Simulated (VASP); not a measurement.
# GePt (P4/mmm) in VASP: notebook, part 2 of 2

VASP 6.6.1. The steps go on from the part before.

**3. Single point, PBE**

This run uses another cell than the first one, of 16.27 Å³/atom, 1.006 times its volume.

INCAR reads:

```
PREC     = Accurate       # precision mode
ENCUT    = 520            # plane-wave cutoff, eV
EDIFF    = 1E-7           # SCF threshold, eV
ISMEAR   = 0              # smearing method
SIGMA    = 0.1            # smearing width, eV
LREAL    = False          # projectors in reciprocal space
LASPH    = True           # aspherical terms in the spheres
NELM     = 100            # most SCF steps
ALGO     = Normal         # electronic algorithm
ISIF     = 2              # what is computed and relaxed
LWAVE    = False          # write WAVECAR
LCHARG   = False          # write CHGCAR
GGA      = PE             # functional
NBANDS   = 19             # bands
```

KPOINTS reads:

```
Automatic mesh
0
Gamma
  6 6 6
```

POSCAR reads:

```
GePt
1.0
    3.1964604321      0.0000000000      0.0000000000
    0.0000000000      3.1964604321      0.0000000000
    0.0000000000      0.0000000000      3.1838643653
Ge Pt
1 1
Direct
    0.5000000000      0.5000000000      0.5000000000
    0.0000000000      0.0000000000      0.0000000000
```

Potentials or basis: VASP PAW PBE potentials, release 64 (Ge_d, Pt).

Launch:

```bash
$ cat potpaw_PBE.64/Ge_d/POTCAR potpaw_PBE.64/Pt/POTCAR > POTCAR
$ mpirun -np 1 vasp_std > vasp.out
```

Run time: 24 s. Hardware: 1 thread of AMD EPYC 7R43 (Zen 3), shared host; peak memory 0.12 GiB.

Results (log left out):

* Free energy: -10.8021 eV
* Pressure: 0.3 GPa
* Band gap on the k mesh: zero (band 12 reaches 11.94 eV, above the bottom of band 13 at 8.30 eV)

Stress tensor (GPa, compression positive):
```
0.22 0.00 0.00
0.00 0.22 0.00
0.00 0.00 0.38
```

Levels at points of the mesh, in eV from the Fermi level:
| k point | band 10 | band 11 | band 12 | band 13 | band 14 | band 15 |
| --- | --- | --- | --- | --- | --- | --- |
| (0.00, 0.00, 0.00) | -2.25 | -2.25 | 1.78 | 1.78 | 1.88 | 4.34 |
| (0.50, 0.00, 0.00) | -3.79 | -2.16 | -1.00 | 6.58 | 6.62 | 7.50 |
| (0.50, 0.50, 0.00) | -3.09 | -3.09 | -1.27 | -0.08 | 0.99 | 5.00 |
| (0.00, 0.00, 0.50) | -3.83 | -2.17 | -0.95 | 6.59 | 6.59 | 7.50 |
| (0.50, 0.00, 0.50) | -3.12 | -3.11 | -1.25 | -0.09 | 1.04 | 4.94 |
| (0.50, 0.50, 0.50) | -1.21 | -1.19 | 2.49 | 2.49 | 2.49 | 4.00 |

Caveat: spin-orbit coupling is left out, which moves the levels of the heavy elements.

**4. Relaxation of cell and atoms, PBE**

INCAR reads:

```
SYSTEM = GePt
ALGO     = Normal         ! electronic algorithm
EDIFF    = 1E-6           ! SCF threshold, eV
EDIFFG   = -0.04          ! ionic threshold
ENCUT    = 600            ! plane-wave cutoff, eV
GGA      = PE             ! functional
IBRION   = 2              ! ionic algorithm
ISIF     = 3              ! what is computed and relaxed
ISMEAR   = 0              ! smearing method
LASPH    = .True.         ! aspherical terms in the spheres
LCHARG   = .False.        ! write CHGCAR
LREAL    = .False.        ! projectors in reciprocal space
LWAVE    = .False.        ! write WAVECAR
NELM     = 60             ! most SCF steps
NSW      = 90             ! ionic steps
PREC     = Accurate       ! precision mode
SIGMA    = 0.1            ! smearing width, eV
```

KPOINTS reads:

```
k-points
0
Gamma
  6 6 6
  0 0 0
```

POSCAR reads:

```
GePt
1.0
    3.1126906205      0.0000000000      0.0000000000
    0.0000000000      3.1126906205      0.0000000000
    0.0000000000      0.0000000000      3.3373302500
Ge Pt
1 1
Direct
    0.5000000000      0.5000000000      0.5000000000
    0.0000000000      0.0000000000      0.0000000000
```

Potentials or basis: VASP PAW PBE potentials, release 64 (Ge_d, Pt).

Launch:

```bash
$ cat potpaw_PBE.64/Ge_d/POTCAR potpaw_PBE.64/Pt/POTCAR > POTCAR
$ mpirun -np 1 vasp_std > vasp.out
```

OUTCAR:

```text
SYSTEM = GePt
   EDIFF = 1E-6
   EDIFFG = -0.04
   ENCUT = 600
   GGA = PE
   IBRION = 2
   ISIF = 3
   ISMEAR = 0
   LASPH = .True.
   LREAL = .False.
   NELM = 60
   NSW = 90
   PREC = Accurate

 ion  position               nearest neighbor table
   1  0.500  0.500  0.500-   2 2.76   2 2.76   2 2.76   2 2.76   2 2.76   2 2.76   2 2.76   2 2.76

   2  0.000  0.000  0.000-   1 2.76   1 2.76   1 2.76   1 2.76   1 2.76   1 2.76   1 2.76   1 2.76

  LATTYP: Found a simple tetragonal cell.
 ALAT       =     3.1126906205
 C/A-ratio  =     1.0721689551

  Lattice vectors:

 A1 = (   3.1126906205,   0.0000000000,   0.0000000000)
 A2 = (   0.0000000000,   3.1126906205,   0.0000000000)
 A3 = (   0.0000000000,   0.0000000000,   3.3373302500)

Analysis of symmetry for initial positions (statically):
=====================================================================
 Subroutine PRICEL returns:
[... 360 lines left out ...]
  ---------------------------------------------------
  free energy    TOTEN  =       -10.80207787 eV

  energy without entropy =      -10.79560660  energy(sigma->0) =      -10.79884223

 E-fermi :   9.3904     XC(G=0): -12.5182

 val. band max:        9.2985983094   @ k =   0.5000   0.5000   0.0000
 cond. band min:       9.4301645576   @ k =   0.3333   0.1667   0.5000
 fundamental gap:      0.1315662482
 Fermi energy:         9.3903774217

 k-point     1 :       0.0000    0.0000    0.0000
  band No.  band energies     occupation
      1     -15.5588      2.00000
      2     -15.5585      2.00000
      3     -15.5106      2.00000
      4     -15.5106      2.00000
      5     -15.5106      2.00000
      6      -3.3243      2.00000
[... 433 lines left out ...]
      3     -15.5261      2.00000
      4     -15.5222      2.00000
      5     -15.4878      2.00000
      6       0.1229      2.00000
[... 8 lines left out ...]
     15      14.7594      0.00000
     16      19.0081      0.00000

 [... further k-points ...]
[... 5 lines left out ...]
  --------------------------------------------------------------------------------------
  -------------------------------------------------------------------------------------
  Total       -0.0188840     -0.0188840     -0.0085001      0.0000000     -0.0000000      0.0000000
  in kB       -0.9268073     -0.9268073     -0.4171748      0.0000000     -0.0000000      0.0000000
  external PRESSURE =      -0.7569298 kB  Pullay stress =       0.0000000 kB
[... 17 lines left out ...]
  FREE ENERGIE OF THE ION-ELECTRON SYSTEM (eV)
  ---------------------------------------------------
  free  energy   TOTEN  =       -10.8020778657 eV

  energy  without entropy=      -10.7956065986  energy(sigma->0) =      -10.79884223

 reached required accuracy - stopping structural energy minimisation
```

It took 3.1 min on 1 thread of AMD EPYC 7R43 (Zen 3), shared host; peak memory 0.15 GiB.

What came out:

```
Free energy                            : -10.8021 eV
Relaxed volume                         : 16.32 Å³/atom
Relaxed cell                           : a = 3.197 Å, b = 3.197 Å, c = 3.195 Å, α = 90.00°, β = 90.00°, γ = 90.00°
Space group after relaxing (to 0.05 Å) : Pm-3m (No. 221)
Energy gained by relaxing              : 5.0 meV/atom
Ionic steps                            : 10
Pressure after relaxing                : -0.1 GPa
Band gap on the k mesh                 : zero (band 12 reaches 11.89 eV, above the bottom of band 13 at 8.24 eV)
```

Step by step:
| step | energy change (eV) | largest force (eV/Å) | pressure (GPa) | volume (Å³) |
| --- | --- | --- | --- | --- |
| 1 | 0.0000 | 0.0000 | 1.05 | 32.33 |
| 2 | -0.0001 | 0.0000 | -1.24 | 32.83 |
| 3 | -0.0009 | 0.0000 | -0.06 | 32.59 |
| 4 | -0.0009 | 0.0000 | -0.13 | 32.60 |
| 5 | -0.0014 | 0.0000 | -0.19 | 32.62 |
| 6 | -0.0035 | 0.0000 | -0.27 | 32.65 |
| 7 | -0.0080 | 0.0000 | -0.62 | 32.72 |
| 8 | -0.0077 | 0.0000 | -1.02 | 32.81 |
| 9 | -0.0095 | 0.0000 | -0.72 | 32.77 |
| 10 | -0.0099 | 0.0000 | -0.08 | 32.64 |

Final structure:
```xyz
2
Lattice="3.1966 0.0000 0.0000 0.0000 3.1966 0.0000 0.0000 0.0000 3.1948" Properties=species:S:1:pos:R:3 pbc="T T T"
Ge    1.5983    1.5983    1.5974
Pt    0.0000    3.1966    0.0000
```

Caveat: spin-orbit coupling is left out, which moves the levels of the heavy elements.

**5. Summary**

| task | cell | k mesh | cutoff (eV) | gap on the mesh (eV) | pressure (GPa) |
| --- | --- | --- | --- | --- | --- |
| single point | a = 3.113, b = 3.113, c = 3.337 Å, 2 atoms | 6 × 6 × 4 | 520 | none | 0.0 |
| single point | a = 3.196, b = 3.196, c = 3.184 Å, 2 atoms | 6 × 6 × 6 | 520 | none | 0.3 |
| relaxation of cell and atoms | relaxed from a = 3.113, b = 3.113, c = 3.337 Å, 2 atoms | 6 × 6 × 6 | 600 | none | -0.1 |

Alike in all rows: level PBE; potentials or basis VASP PAW PBE potentials, release 64 (Ge_d, Pt); no spin polarisation; smearing gaussian 0.1 eV.

Caveats: some runs use coarse meshes; spin-orbit coupling is left out, which moves the levels of the heavy elements.

Absolute energies hang on the potentials; compare differences alone.
